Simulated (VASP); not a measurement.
# Ni (Fm-3m) in VASP: notebook

Ni is run at these levels: LDA; tasks: single point.

Everything below comes from runs of VASP 6.6.1. Logs are shortened: lines on timing, memory, paths and dates and some standing lists are left out, and cuts for length are marked.

### 1 The cell of the first run

The structure is cubic, space group Fm-3m (No. 225). The conventional cell has a = 3.378 Å, b = 3.378 Å, c = 3.378 Å, α = 90.00°, β = 90.00°, γ = 90.00°. Within 3.2 Å of Ni (site symmetry m-3m) lie 12 Ni at 2.39 Å.

### 2 Single point, LDA, collinear spin, ferromagnetic start (9.64 Å³/atom)

INCAR

```
PREC = Accurate ; ENCUT = 590
EDIFF = 1E-6 ; ISMEAR = 0
SIGMA = 0.05 ; LREAL = F
LASPH = T ; NELM = 200
ALGO = Normal ; ISIF = 2
LWAVE = F ; LCHARG = F
ISPIN = 2 ; MAGMOM = 0.71
LORBIT = 11 ; LMAXMIX = 4
NBANDS = 19 ; GGA_COMPAT = F
```

KPOINTS

```
regular mesh
0
Gamma
  22 22 22
```

POSCAR

```
Ni
1.0
    0.0000000000      1.6891805685      1.6891805685
    1.6891805685      0.0000000000      1.6891805685
    1.6891805685      1.6891805685      0.0000000000
Ni
1
Direct
    0.0000000000      0.0000000000      0.0000000000
```

Potentials or basis: VASP PAW LDA potentials, release 64 (Ni_sv_GW).

Started as:

```sh
$ cat potpaw_LDA.64/Ni_sv_GW/POTCAR > POTCAR
$ mpirun -np 1 vasp_std > vasp.out
```

OUTCAR:

```text
PREC = Accurate
   ENCUT = 590
   EDIFF = 1E-6
   ISMEAR = 0
   LREAL = F
   LASPH = T
   NELM = 200
   ISIF = 2
   ISPIN = 2
   LORBIT = 11

 ion  position               nearest neighbor table
   1  0.000  0.000  0.000-

  LATTYP: Found a face centered cubic cell.
 ALAT       =     3.3783611370

  Lattice vectors:

 A1 = (   0.0000000000,   1.6891805685,   1.6891805685)
 A2 = (   1.6891805685,   0.0000000000,   1.6891805685)
 A3 = (   1.6891805685,   1.6891805685,   0.0000000000)

Analysis of symmetry for initial positions (statically):
=====================================================================
 Subroutine PRICEL returns:
 Original cell was already a primitive cell.

 Routine SETGRP: Setting up the symmetry group for a
 face centered cubic supercell.

 Subroutine GETGRP returns: Found 48 space group operations
 (whereof 48 operations were pure point group operations)
 out of a pool of 48 trial point group operations.

The static configuration has the point symmetry O_h .

Analysis of symmetry for dynamics (positions and initial velocities):
=====================================================================
 Subroutine PRICEL returns:
 Original cell was already a primitive cell.

 Routine SETGRP: Setting up the symmetry group for a
 face centered cubic supercell.

 Subroutine GETGRP returns: Found 48 space group operations
 (whereof 48 operations were pure point group operations)
 out of a pool of 48 trial point group operations.

The dynamic configuration has the point symmetry O_h .

Analysis of structural, dynamic, and magnetic symmetry:
=====================================================================
 Subroutine PRICEL returns:
 Original cell was already a primitive cell.

 Routine SETGRP: Setting up the symmetry group for a
 face centered cubic supercell.

 Subroutine GETGRP returns: Found 48 space group operations
 (whereof 48 operations were pure point group operations)
 out of a pool of 48 trial point group operations.

The overall configuration has the point symmetry O_h .

 Subroutine INISYM returns: Found 48 space group operations
 (whereof 48 operations are pure point group operations),
 and found     1 'primitive' translations

----------------------------------------------------------------------------------------

                                     Primitive cell

  volume of cell :       9.6396

  direct lattice vectors                    reciprocal lattice vectors
     0.000000000  1.689180569  1.689180569    -0.296001511  0.296001511  0.296001511
     1.689180569  0.000000000  1.689180569     0.296001511 -0.296001511  0.296001511
     1.689180569  1.689180569  0.000000000     0.296001511  0.296001511 -0.296001511

  length of vectors
     2.388862069  2.388862069  2.388862069     0.512689656  0.512689656  0.512689656

  position of ions in fractional coordinates (direct lattice)
     0.000000000  0.000000000  0.000000000

  ion indices of the primitive-cell ions
   primitive index   ion index
                 1           1

----------------------------------------------------------------------------------------

 KPOINTS: regular mesh

Automatic generation of k-mesh.
 Grid dimensions read from file:
 generate k-points for:   22   22   22

 Generating k-lattice:

  Cartesian coordinates                     Fractional coordinates (reciprocal lattice)
    -0.013454614  0.013454614  0.013454614     0.045454545  0.000000000  0.000000000
     0.013454614 -0.013454614  0.013454614     0.000000000  0.045454545  0.000000000
     0.013454614  0.013454614 -0.013454614     0.000000000  0.000000000  0.045454545

  Length of vectors
     0.023304075  0.023304075  0.023304075

  Shift w.r.t. Gamma in fractional coordinates (k-lattice)
     0.000000000  0.000000000  0.000000000

 Subroutine IBZKPT returns following result:
 ===========================================

 Found    328 irreducible k-points:

 Following reciprocal coordinates:
            Coordinates               Weight
  0.000000  0.000000  0.000000      1.000000
  0.045455  0.000000  0.000000      8.000000
  0.090909  0.000000  0.000000      8.000000
  0.136364  0.000000  0.000000      8.000000
  0.181818  0.000000  0.000000      8.000000
  0.227273  0.000000  0.000000      8.000000
[... 16 lines left out ...]
  0.500000  0.045455  0.000000     24.000000
 -0.454545  0.045455  0.000000     24.000000
 [... further k-points ...]
   k-points           NKPTS =    328   k-points in BZ     NKDIM =    328   number of bands    NBANDS=     19
   number of dos      NEDOS =    301   number of ions     NIONS =      1
   total plane-waves  NPLWV =   8000
   dimension x,y,z NGX =    20 NGY =   20 NGZ =   20
   dimension x,y,z NGXF=    40 NGYF=   40 NGZF=   40
   ions per type =               1
   NGX,Y,Z   is equivalent  to a cutoff of  13.92, 13.92, 13.92 a.u.
   NGXF,Y,Z  is equivalent  to a cutoff of  27.84, 27.84, 27.84 a.u.
 SYSTEM =  unknown system
   PREC   = accura    normal or accurate (medium, high low for compatibility)
   ISTART =      0    job   : 0-new  1-cont  2-samecut
   ICHARG =      2    charge: 1-file 2-atom 10-const
   ISPIN  =      2    spin polarized calculation?
   LNONCOLLINEAR =      F non collinear calculations
   LSORBIT =      F    spin-orbit coupling
   LASPH  =      T    aspherical Exc in radial PAW
   ENCUT  =  590.0 eV  43.36 Ry    6.59 a.u.   4.73  4.73  4.73*2*pi/ulx,y,z
   NELM   =    200;   NELMIN=  2; NELMDL= -5     # of ELM steps
   EDIFF  = 0.1E-05   stopping-criterion for ELM
   LREAL  =      F    real-space projection
   EDIFFG = 0.1E-04   stopping-criterion for IOM
   NSW    =      0    number of steps for IOM
   IBRION =     -1    ionic relax: 0-MD 1-quasi-New 2-CG
   NFREE  =      0    steps in history (QN), initial steepest desc. (CG)
   ISIF   =      2    stress and relaxation
   ISYM   =      2    0-nonsym 1-usesym 2-fastsym
   POTIM  = 0.5000    time-step for ionic-motion
   TEBEG  =    0.0;   TEEND  =   0.0 temperature during run
   PSTRESS=    0.0 pullay stress
   NELECT =      18.0000    total number of electrons
   NUPDOWN=      -1.0000    fix difference up-down
   EMIN   =  10.00;   EMAX   =-10.00  energy-range for DOS
   EFERMI =   0.00;   METHOD = LEGACY
   ISMEAR =     0;   SIGMA  =   0.05  broadening in eV -4-tet -1-fermi 0-gaus
   EFERMI_NEDOS =   21; number of points for ismear=-14 and -15
   IALGO  =     38    algorithm
   IMIX   =      4    mixing-type and parameters
     AMIX     =   0.40;   BMIX     =  1.00
     AMIX_MAG =   1.60;   BMIX_MAG =  1.00
  volume/ion in A,a.u.               =       9.64        65.05
  Fermi-wavevector in a.u.,A,eV,Ry     =   2.015949  3.809592 55.294775  4.064051
  Thomas-Fermi vector in A             =   3.027566
   LORBIT       =     11    0 simple, 1 ext, 2 COOP (PROOUT), +10 PAW based schemes
   GGA     = CA    functional components
   LHFCALC =     F    Hartree Fock is set to
   AEXX    =    0.0000 exact exchange contribution
   IVDW    =     0    specifies the selected vdW correction
   LEPSILON=     F    determine dielectric tensor
   LRPA    =     F    only Hartree local field effects (RPA)
 spin polarized calculation
 Gauss-broadening in eV      SIGMA  =   0.05
  energy-cutoff  :      590.00
  volume of cell :        9.64
 maximum number of plane-waves:       332
   NGX =  9   NGY =  9   NGZ =  9

 number of electron      17.9999987 magnetization       0.5525700

 Free energy of the ion-electron system (eV)
  ---------------------------------------------------
  ext. energy  EPLUGINS =         0.00000000
  ---------------------------------------------------
  free energy    TOTEN  =        -7.43586891 eV

  energy without entropy =       -7.43361283  energy(sigma->0) =       -7.43474087

 E-fermi :   9.0542     XC(G=0): -15.1353

 val. band max:        9.0521813531   @ k =   0.4091   0.0000   0.0000
 cond. band min:       9.0554902410   @ k =  -0.4545   0.3636   0.1364
 fundamental gap:      0.0033088879
 Fermi energy:         9.0541773009

 spin component 1

 k-point     1 :       0.0000    0.0000    0.0000
  band No.  band energies     occupation
      1     -93.6253      1.00000
      2     -54.4203      1.00000
      3     -54.4203      1.00000
      4     -54.4203      1.00000
      5      -0.9115      1.00000
      6       6.3550      1.00000
[... 11 lines left out ...]
     18      44.8212      0.00000
     19      52.4644      0.00000

 k-point     2 :       0.0455    0.0000    0.0000
  band No.  band energies     occupation
      1     -93.6238      1.00000
      2     -54.4270      1.00000
      3     -54.4213      1.00000
      4     -54.4213      1.00000
      5      -0.8225      1.00000
      6       6.3285      1.00000
[... 476 lines left out ...]
 k-point    24 :      -0.4545    0.0455    0.0000
  band No.  band energies     occupation
      1     -93.5622      1.00000
      2     -54.7652      1.00000
      3     -54.4739      1.00000
      4     -54.4685      1.00000
      5       3.5322      1.00000
      6       6.3046      1.00000
[... 11 lines left out ...]
     18      57.3143      0.00000
     19      58.4803      0.00000

 [... further k-points ...]

 spin component 2

 k-point     1 :       0.0000    0.0000    0.0000
  band No.  band energies     occupation
      1     -92.9465      1.00000
      2     -53.7603      1.00000
      3     -53.7603      1.00000
      4     -53.7603      1.00000
      5      -0.8726      1.00000
      6       6.9296      1.00000
[... 11 lines left out ...]
     18      44.7831      0.00000
     19      52.6314      0.00000

 k-point     2 :       0.0455    0.0000    0.0000
  band No.  band energies     occupation
      1     -92.9450      1.00000
      2     -53.7672      1.00000
      3     -53.7613      1.00000
      4     -53.7613      1.00000
      5      -0.7835      1.00000
      6       6.9009      1.00000
[... 476 lines left out ...]
 k-point    24 :      -0.4545    0.0455    0.0000
  band No.  band energies     occupation
      1     -92.8821      1.00000
      2     -54.1145      1.00000
      3     -53.8151      1.00000
      4     -53.8096      1.00000
      5       3.8765      1.00000
      6       6.8083      1.00000
[... 11 lines left out ...]
     18      57.4331      0.00000
     19      58.6050      0.00000

 [... further k-points ...]
[... 5 lines left out ...]
  --------------------------------------------------------------------------------------
  -------------------------------------------------------------------------------------
  Total        0.4457713      0.4457713      0.4457713      0.0000000      0.0000000      0.0000000
  in kB       74.0908307     74.0908307     74.0908307      0.0000000      0.0000000      0.0000000
  external PRESSURE =      74.0908307 kB  Pullay stress =       0.0000000 kB

 VOLUME and BASIS-vectors are now :
 -----------------------------------------------------------------------------
  energy-cutoff  :      590.00
  volume of cell :        9.64
      direct lattice vectors                 reciprocal lattice vectors
     0.000000000  1.689180569  1.689180569    -0.296001511  0.296001511  0.296001511
     1.689180569  0.000000000  1.689180569     0.296001511 -0.296001511  0.296001511
     1.689180569  1.689180569  0.000000000     0.296001511  0.296001511 -0.296001511

 POSITION                                       TOTAL-FORCE (eV/Angst)
 -----------------------------------------------------------------------------------
      0.00000      0.00000      0.00000        -0.000000     -0.000000      0.000000
 -----------------------------------------------------------------------------------
    total drift:                               -0.000000     -0.000000     -0.000000

  FREE ENERGIE OF THE ION-ELECTRON SYSTEM (eV)
  ---------------------------------------------------
  free  energy   TOTEN  =        -7.4358689114 eV

  energy  without entropy=       -7.4336128339  energy(sigma->0) =       -7.43474087

 total charge

# of ion       s       p       d       f       tot
--------------------------------------------------
    1        2.267   6.375   7.843   0.008  16.493

 magnetization (x)

# of ion       s       p       d       f       tot
--------------------------------------------------
    1       -0.002  -0.012   0.589  -0.000   0.575
```

Wall time 2.9 min (1 thread of AMD EPYC 7R43 (Zen 3), shared host); peak memory 0.2 GiB.

Results:

| Quantity | Value |
| --- | --- |
| Free energy | -7.4359 eV |
| Pressure | 7.4 GPa |
| Net moment | 0.55 μB per cell |
| Site moments | Ni +0.57 μB |
| Valence electrons inside the program's atomic spheres | Ni 16.49 |

Caveat: the cell stands under pressure.

### 3 Single point, LDA, collinear spin, ferromagnetic start

This run uses another cell than the first one: it holds 2 atoms, not 1.

INCAR

```
SYSTEM = Ni
PREC = Accurate
ENCUT = 520
EDIFF = 1E-6
ISMEAR = 0
SIGMA = 0.05
LREAL = .FALSE.
LASPH = .TRUE.
NELM = 150
ALGO = Normal
ISIF = 2
LWAVE = .FALSE.
LCHARG = .FALSE.
ISPIN = 2
MAGMOM = 0.8 0.8
LORBIT = 11
LMAXMIX = 4
NBANDS = 21
```

KPOINTS

```
Automatic mesh
0
G
  14 14 10
  0 0 0
```

POSCAR

```
Ni
1.0
    0.0000000000      1.7123229041     -1.7123229041
    0.0000000000      1.7123229041      1.7123229041
    3.4246458082      0.0000000000      0.0000000000
Ni
2
Direct
    0.0000000000      0.0000000000      0.0000000000
    0.5000000000      0.5000000000      0.5000000000
```

Potentials or basis: VASP PAW LDA potentials, release 64 (Ni).

Started as:

```sh
$ cat potpaw_LDA.64/Ni/POTCAR > POTCAR
$ mpirun -np 1 vasp_std > vasp.out
```

Wall time 67 s (1 thread of AMD EPYC 9R45 (Zen 5), shared host); peak memory 0.19 GiB.

Results (log left out):

| Item | Value |
| --- | --- |
| Free energy | -13.1607 eV |
| Pressure | -0.6 GPa |
| Net moment | 1.14 μB per cell |
| Site moments | Ni +0.57 μB |
| Valence electrons inside the program's atomic spheres | Ni 9.47 |

Stress tensor (GPa, compression positive):
```
-0.45  0.00  0.00
 0.00 -0.71  0.00
 0.00  0.00 -0.71
```

Levels at points of the mesh, in eV from the Fermi level:
Spin up:
```tsv
k point	band 8	band 9	band 10	band 11	band 12	band 13
(0.00, 0.00, 0.00)	-1.26	-0.45	-0.31	-0.31	2.50	10.02
(0.50, 0.00, 0.00)	-1.77	-1.37	-1.37	1.22	1.22	12.25
(0.50, 0.50, 0.00)	-0.31	-0.30	-0.30	2.50	2.50	10.02
(0.00, 0.00, 0.50)	-1.60	-1.60	-1.60	-0.86	-0.86	20.29
(0.50, 0.00, 0.50)	-0.48	-0.48	-0.48	-0.41	-0.41	6.32
(0.50, 0.50, 0.50)	-1.35	-0.30	-0.30	8.23	8.23	8.23
```
Spin down:
```tsv
k point	band 8	band 9	band 10	band 11	band 12	band 13
(0.00, 0.00, 0.00)	-0.73	0.11	0.37	0.37	2.55	10.29
(0.50, 0.00, 0.00)	-1.26	-0.73	-0.73	1.70	1.70	12.47
(0.50, 0.50, 0.00)	0.36	0.37	0.37	2.55	2.55	10.29
(0.00, 0.00, 0.50)	-0.99	-0.99	-0.99	-0.32	-0.32	20.41
(0.50, 0.00, 0.50)	-0.38	0.14	0.14	0.14	0.14	6.69
(0.50, 0.50, 0.50)	-0.84	0.36	0.36	8.44	8.44	8.44
```
